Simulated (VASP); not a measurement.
Set up this calculation in VASP 6.6.1, as the native input.

| Property | Result |
| --- | --- |
| Task | single point |
| Functional | BLYP |
| Potentials or basis | VASP PAW PBE potentials, release 64 (Li_sv) |
| Cutoff | 520 eV |
| k mesh | 5 × 5 × 5 |
| Occupations | fermi-dirac, width 0.1 eV |
| Spin | no spin polarisation |
| Dipole correction | no |
| Further INCAR settings | ALGO = Normal; EDIFF = 1e-07; NBANDS = 22 |

The structure of Li lies in POSCAR:

```
Li
1.0
    5.4306352092      0.0000000000      0.0000000000
    0.0000000000      5.4306352092      0.0000000000
    0.0000000000      0.0000000000      5.4306352092
Li
8
Direct
    1.0000000000      0.0000000000      1.0000000000
    0.5000000000      0.5000000000      0.5000000000
    0.2500000000      1.0000000000      0.5000000000
    0.7500000000      1.0000000000      0.5000000000
    0.5000000000      0.2500000000      1.0000000000
    0.5000000000      0.7500000000      0.0000000000
    0.0000000000      0.5000000000      0.2500000000
    0.0000000000      0.5000000000      0.7500000000
```

One way to write it, as run:

INCAR

```
PREC = Accurate
ENCUT = 520
EDIFF = 1E-7
ISMEAR = -1
SIGMA = 0.1
LREAL = False
LASPH = True
NELM = 80
ALGO = Normal
ISIF = 2
LWAVE = False
LCHARG = False
GGA = B5
ALDAX = 1.0
AGGAX = 1.0
AGGAC = 1.0
ALDAC = 0.0
NBANDS = 22
```

KPOINTS

```
regular mesh
0
Gamma
  5 5 5
```

Potentials or basis: VASP PAW PBE potentials, release 64 (Li_sv).

Launch:

```sh
$ cat potpaw_PBE.64/Li_sv/POTCAR > POTCAR
$ mpirun -np 1 vasp_std > vasp.out
```

Results of the run:

- Band gap on the k mesh: zero (band 12 reaches 1.35 eV, above the bottom of band 13 at 0.84 eV)

Run time: 41 s on 1 thread of Intel(R) Xeon(R) 6975P-C (Granite Rapids), with other jobs on the host, peak memory 0.23 GiB.
